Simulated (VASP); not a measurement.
# Ge (Imma) in VASP: further runs

Runs on Ge. Level: LDA. Tasks: single point.

Everything below comes from runs of VASP 6.6.1. Logs are shortened: lines on timing, memory, paths and dates and some standing lists are left out, and cuts for length are marked.

## Step 1: The cell of the first run

The structure is orthorhombic, space group Imma (No. 74). Conventional cell: a = 3.889 Å, b = 4.048 Å, c = 5.724 Å, α = 90.00°, β = 90.00°, γ = 90.00°. Ge (site symmetry mm2) has 4 Ge at 2.41 to 2.48 Å within 3.2 Å.

## Step 2: Single point, LDA

File INCAR:

```
ALGO = Normal ; EDIFF = 1E-6
ENCUT = 500 ; GGA = CA
GGA_COMPAT = F ; ISIF = 2
ISMEAR = 0 ; LASPH = T
LCHARG = F ; LREAL = F
LWAVE = F ; NBANDS = 36
NELM = 120 ; PREC = Accurate
SIGMA = 0.1
```

File KPOINTS:

```
k-points
0
Gamma
  4 4 6
```

File POSCAR:

```
Ge
1.0
    4.0476365071      0.0000000000      0.0000000000
    0.0000000000      5.7242224438      0.0000000000
    0.0000000000      0.0000000000      3.8894778188
Ge
4
Direct
    0.0000000000      0.0000000000      0.0000000000
    0.5000000000      0.5000000000      0.5000000000
    0.0000000000      0.2500000000      0.5000000000
    0.5000000000      0.7500000000      0.0000000000
```

Potentials or basis: VASP PAW LDA potentials, release 64 (Ge_d).

Run with:

```console
> cat potpaw_LDA.64/Ge_d/POTCAR > POTCAR
> mpirun -np 1 vasp_std > vasp.out
```

OUTCAR:

```text
EDIFF = 1E-6
   ENCUT = 500
   GGA = CA
   ISIF = 2
   ISMEAR = 0
   LASPH = T
   LREAL = F
   NELM = 120
   PREC = Accurate

 ion  position               nearest neighbor table
   1  0.000  0.000  0.000-   3 2.41   3 2.41   4 2.48   4 2.48
   2  0.500  0.500  0.500-   4 2.41   4 2.41   3 2.48   3 2.48
   3  0.000  0.250  0.500-   1 2.41   1 2.41   2 2.48   2 2.48
   4  0.500  0.750  0.000-   2 2.41   2 2.41   1 2.48   1 2.48

  LATTYP: Found a simple orthorhombic cell.
 ALAT       =     3.8894778188
 B/A-ratio  =     1.0406632190
 C/A-ratio  =     1.4717200381

  Lattice vectors:

 A1 = (   0.0000000000,   0.0000000000,   3.8894778188)
 A2 = (   4.0476365071,   0.0000000000,   0.0000000000)
 A3 = (   0.0000000000,   5.7242224438,   0.0000000000)

Analysis of symmetry for initial positions (statically):
=====================================================================
 Subroutine PRICEL returns following result:

  LATTYP: Found a body centered orthorhombic cell.
 ALAT       =     3.8894778188
 B/A-ratio  =     1.0406632190
 C/A-ratio  =     1.4717200381

  Lattice vectors:

 A1 = (  -2.0238182536,  -2.8621112219,  -1.9447389094)
 A2 = (   2.0238182536,  -2.8621112219,   1.9447389094)
 A3 = (  -2.0238182536,   2.8621112219,   1.9447389094)

   2 primitive cells build up your supercell.

 Routine SETGRP: Setting up the symmetry group for a
 simple orthorhombic supercell.

 Subroutine GETGRP returns: Found  8 space group operations
 (whereof  4 operations were pure point group operations)
 out of a pool of  8 trial point group operations.

The static configuration has the point symmetry C_2v.
 The point group associated with its full space group is D_2h.

Analysis of symmetry for dynamics (positions and initial velocities):
=====================================================================
 Subroutine PRICEL returns following result:

  LATTYP: Found a body centered orthorhombic cell.
 ALAT       =     3.8894778188
 B/A-ratio  =     1.0406632190
 C/A-ratio  =     1.4717200381

  Lattice vectors:

 A1 = (  -2.0238182536,  -2.8621112219,  -1.9447389094)
 A2 = (   2.0238182536,  -2.8621112219,   1.9447389094)
 A3 = (  -2.0238182536,   2.8621112219,   1.9447389094)

   2 primitive cells build up your supercell.
[... 104 lines left out ...]
   LNONCOLLINEAR =      F non collinear calculations
   LSORBIT =      F    spin-orbit coupling
   LASPH  =      T    aspherical Exc in radial PAW
   ENCUT  =  500.0 eV  36.75 Ry    6.06 a.u.   7.38 10.44  7.09*2*pi/ulx,y,z
   NELM   =    120;   NELMIN=  2; NELMDL= -5     # of ELM steps
   EDIFF  = 0.1E-05   stopping-criterion for ELM
   LREAL  =      F    real-space projection
   EDIFFG = 0.1E-04   stopping-criterion for IOM
   NSW    =      0    number of steps for IOM
   IBRION =     -1    ionic relax: 0-MD 1-quasi-New 2-CG
   NFREE  =      0    steps in history (QN), initial steepest desc. (CG)
   ISIF   =      2    stress and relaxation
   ISYM   =      2    0-nonsym 1-usesym 2-fastsym
   POTIM  = 0.5000    time-step for ionic-motion
   TEBEG  =    0.0;   TEEND  =   0.0 temperature during run
   PSTRESS=    0.0 pullay stress
   NELECT =      56.0000    total number of electrons
   NUPDOWN=      -1.0000    fix difference up-down
   EMIN   =  10.00;   EMAX   =-10.00  energy-range for DOS
   EFERMI =   0.00;   METHOD = LEGACY
   ISMEAR =     0;   SIGMA  =   0.10  broadening in eV -4-tet -1-fermi 0-gaus
   EFERMI_NEDOS =   21; number of points for ismear=-14 and -15
   IALGO  =     38    algorithm
   IMIX   =      4    mixing-type and parameters
     AMIX     =   0.40;   BMIX     =  1.00
     AMIX_MAG =   1.60;   BMIX_MAG =  1.00
  volume/ion in A,a.u.               =      22.53       152.04
  Fermi-wavevector in a.u.,A,eV,Ry     =   1.397015  2.639976 26.553823  1.951651
  Thomas-Fermi vector in A             =   2.520313
   LORBIT       =      0    0 simple, 1 ext, 2 COOP (PROOUT), +10 PAW based schemes
   GGA     = CA    functional components
   LHFCALC =     F    Hartree Fock is set to
   AEXX    =    0.0000 exact exchange contribution
   IVDW    =     0    specifies the selected vdW correction
   LEPSILON=     F    determine dielectric tensor
   LRPA    =     F    only Hartree local field effects (RPA)
 non-spin polarized calculation
 Gauss-broadening in eV      SIGMA  =   0.10
  energy-cutoff  :      500.00
  volume of cell :       90.12
 maximum number of plane-waves:      2308
 NGX is ok and might be reduce to    30
   NGX = 15   NGY = 21   NGZ = 15

 number of electron      56.0000005 magnetization

 Free energy of the ion-electron system (eV)
  ---------------------------------------------------
  ext. energy  EPLUGINS =         0.00000000
  ---------------------------------------------------
  free energy    TOTEN  =       -20.63465058 eV

  energy without entropy =      -20.63191970  energy(sigma->0) =      -20.63328514

 E-fermi :   4.7267     XC(G=0): -10.3089

 val. band max:        4.6973998199   @ k =   0.0000   0.5000   0.5000
 cond. band min:       4.7952715727   @ k =   0.0000   0.0000   0.0000
 fundamental gap:      0.0978717528
 Fermi energy:         4.7266979397

 k-point     1 :       0.0000    0.0000    0.0000
  band No.  band energies     occupation
      1     -20.2253      2.00000
      2     -20.1950      2.00000
      3     -20.1907      2.00000
      4     -20.1612      2.00000
      5     -20.1474      2.00000
      6     -20.1364      2.00000
[... 925 lines left out ...]
     35      12.5950      0.00000
     36      12.5950      0.00000

 [... further k-points ...]

------------------------ aborting loop because EDIFF is reached ----------------------------------------

  FORCE on cell =-STRESS in cart. coord.  units (eV):
  Direction    XX          YY          ZZ          XY          YZ          ZX
  --------------------------------------------------------------------------------------
  -------------------------------------------------------------------------------------
  Total       -1.3024350     -1.1849904      1.7555774      0.0000000      0.0000000      0.0000000
  in kB      -23.1556688    -21.0676512     31.2119748      0.0000000      0.0000000      0.0000000
  external PRESSURE =      -4.3371151 kB  Pullay stress =       0.0000000 kB

 VOLUME and BASIS-vectors are now :
 -----------------------------------------------------------------------------
  energy-cutoff  :      500.00
  volume of cell :       90.12
      direct lattice vectors                 reciprocal lattice vectors
     4.047636507  0.000000000  0.000000000     0.247057758  0.000000000  0.000000000
     0.000000000  5.724222444  0.000000000     0.000000000  0.174696216  0.000000000
     0.000000000  0.000000000  3.889477819     0.000000000  0.000000000  0.257103922

 POSITION                                       TOTAL-FORCE (eV/Angst)
 -----------------------------------------------------------------------------------
      0.00000      0.00000      0.00000         0.000000     -0.367536     -0.000000
      2.02382      2.86211      1.94474         0.000000     -0.367536      0.000000
      0.00000      1.43106      1.94474         0.000000      0.367536      0.000000
      2.02382      4.29317      0.00000        -0.000000      0.367536      0.000000
 -----------------------------------------------------------------------------------
    total drift:                                0.000000      0.000000      0.000000

  FREE ENERGIE OF THE ION-ELECTRON SYSTEM (eV)
  ---------------------------------------------------
  free  energy   TOTEN  =       -20.6346505790 eV

  energy  without entropy=      -20.6319196976  energy(sigma->0) =      -20.63328514
```

Wall time 2.3 min (1 thread of Oxide Virtual Turin-like, shared host); peak memory 0.16 GiB.

What came out:

* Free energy: -20.6347 eV
* Pressure: -0.4 GPa
* Largest force: 0.368 eV/Å
* Band gap on the k mesh: zero (bands 28 and 29 overlap by 0.10 eV)

Forces in eV/Å, atoms in the order of the input:
```
Ge   0.000 -0.368  0.000
Ge   0.000 -0.368  0.000
Ge   0.000  0.368  0.000
Ge   0.000  0.368  0.000
```

Levels at points of the mesh, in eV from the Fermi level:
```
           k point  band 25  band 26  band 27  band 28  band 29  band 30  band 31  band 32
(0.00, 0.00, 0.00)    -2.74    -0.10    -0.07     0.07     0.15     0.58     1.06     2.25
(0.50, 0.00, 0.00)    -3.96    -3.96    -1.26    -1.26     2.27     2.27     5.02     5.02
(0.00, 0.50, 0.00)    -2.10    -2.10    -1.75    -1.75     1.10     1.10     2.72     2.72
(0.50, 0.50, 0.00)    -1.35    -1.35    -1.18    -1.18     0.26     0.26     3.65     3.65
(0.00, 0.00, 0.50)    -3.89    -3.89    -1.45    -1.45     1.84     1.84     4.61     4.61
(0.50, 0.00, 0.50)    -3.09    -3.09    -3.09    -3.09     0.66     0.66     0.66     0.66
(0.00, 0.50, 0.50)    -1.56    -1.56    -1.35    -1.35    -0.03    -0.03     3.61     3.61
(0.50, 0.50, 0.50)    -3.89    -3.89    -3.89    -3.89     4.13     4.13     4.13     4.13
```

Caveat: the k points lie up to 0.39 Å⁻¹ apart; semilocal functionals underestimate gaps, and a narrow one can read as zero.

## Step 3: Single point, LDA

This run uses another cell than the first one, of 22.84 Å³/atom.

File INCAR:

```
ALGO     = Normal         # electronic algorithm
EDIFF    = 1E-6           # SCF threshold, eV
ENCUT    = 500            # plane-wave cutoff, eV
GGA_COMPAT= F            
ISIF     = 2              # what is computed and relaxed
ISMEAR   = 0              # smearing method
LASPH    = T              # aspherical terms in the spheres
LCHARG   = F              # write CHGCAR
LREAL    = F              # projectors in reciprocal space
LWAVE    = F              # write WAVECAR
NBANDS   = 36             # bands
NELM     = 120            # most SCF steps
PREC     = Accurate       # precision mode
SIGMA    = 0.1            # smearing width, eV
```

File KPOINTS:

```
k-points
0
Gamma
  10 8 10
```

File POSCAR:

```
Ge
1.0
    4.0476365071      0.0000000000      0.0000000000
    0.0000000000      5.7242224438      0.0000000000
    0.0000000000      0.0000000000      3.9438842724
Ge
4
Direct
    0.0000000000     -0.0017069996      0.0000000000
    0.5000000000      0.4982930004      0.5000000000
    0.0000000000      0.2517069996      0.5000000000
    0.5000000000      0.7517069996      0.0000000000
```

Potentials or basis: VASP PAW LDA potentials, release 64 (Ge_d).

Run with:

```console
> cat potpaw_LDA.64/Ge_d/POTCAR > POTCAR
> mpirun -np 1 vasp_std > vasp.out
```

Run time: 10 min. Hardware: 1 thread of Oxide Virtual Turin-like, shared host; peak memory 0.41 GiB.

Results (log left out):

```
Free energy            : -20.7557 eV
Pressure               : -1.8 GPa
Largest force          : 0.005 eV/Å
Band gap on the k mesh : zero (bands 28 and 29 overlap by 0.19 eV)
```

Forces on the atoms (eV/Å):
```
Ge   0.000 -0.005  0.000
Ge   0.000 -0.005  0.000
Ge   0.000  0.005  0.000
Ge   0.000  0.005  0.000
```

Stress tensor (GPa, compression positive):
```
-2.92  0.00  0.00
 0.00 -2.42  0.00
 0.00  0.00  0.09
```

Levels at points of the mesh, in eV from the Fermi level:
| k point | band 26 | band 27 | band 28 | band 29 | band 30 | band 31 |
| --- | --- | --- | --- | --- | --- | --- |
| (0.00, 0.00, 0.00) | -0.24 | -0.06 | -0.06 | 0.16 | 0.56 | 0.97 |
| (0.50, 0.00, 0.00) | -3.89 | -1.30 | -1.30 | 2.13 | 2.13 | 4.82 |
| (0.00, 0.50, 0.00) | -2.10 | -1.80 | -1.80 | 1.03 | 1.03 | 2.65 |
| (0.50, 0.50, 0.00) | -1.41 | -1.20 | -1.20 | 0.17 | 0.17 | 3.72 |
| (0.00, 0.00, 0.50) | -3.85 | -1.52 | -1.52 | 1.77 | 1.77 | 4.68 |
| (0.50, 0.00, 0.50) | -3.06 | -3.06 | -3.06 | 0.66 | 0.66 | 0.66 |
| (0.00, 0.50, 0.50) | -1.46 | -1.42 | -1.42 | -0.08 | -0.08 | 3.67 |
| (0.50, 0.50, 0.50) | -3.86 | -3.86 | -3.86 | 4.11 | 4.11 | 4.11 |

Caveat: semilocal functionals underestimate gaps, and a narrow one can read as zero.

(Continued in part 2 of 2.)

The gap in the log of VASP goes by the Fermi energy; the results here count the filled bands.